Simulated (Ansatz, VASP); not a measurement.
# Two plane-wave programs on HfSi3O2

```
CELL_PARAMETERS angstrom
3.70215 0.00000 0.00000
-1.85107 3.20615 0.00000
0.00000 0.00000 7.38560
ATOMIC_POSITIONS crystal
Hf 0.00000 0.00000 0.00000
Si 0.33333 0.66667 0.33385
Si 0.66667 0.33333 0.66615
Si 0.00000 0.00000 0.50000
O 0.33333 0.66667 0.09017
O 0.66667 0.33333 0.90983
```

Alike in both runs: functional PBE; k mesh 12 × 12 × 6; occupations gaussian, width 0.1 eV; no spin polarisation.

Ansatz relaxed the structure, and its values are those at the end. VASP's run is a single point on that final structure, the one shown.

|  | VASP | Ansatz |
| --- | --- | --- |
| version | VASP 6.6.1 | Ansatz 0.2.0 |
| potentials or method | VASP PAW PBE potentials, release 64 (Hf_pv, Si, O), cutoff 520 eV | scalar-relativistic, plane waves, PAW |
| valence electrons in the cell | 34 | 50 |

|  | VASP | Ansatz | Ansatz less VASP |
| --- | --- | --- | --- |
| gap on the k mesh at the Fermi level (eV) | none | none | - |
| pressure (GPa) | -0.9 | 0.0 | +0.95 |
| rms of the force components (eV/Å) | 0.028 | 0.000 | -0.0281 |

A gap of «none» marks a metal or a gap that the smearing closes. The functional is the same, so the differences come from potentials, cutoffs and numerics. VASP's potentials hold 34 valence electrons a cell and Ansatz's 50, so a difference there can come from the potentials and not from the codes.

Neither program's run includes spin-orbit coupling.
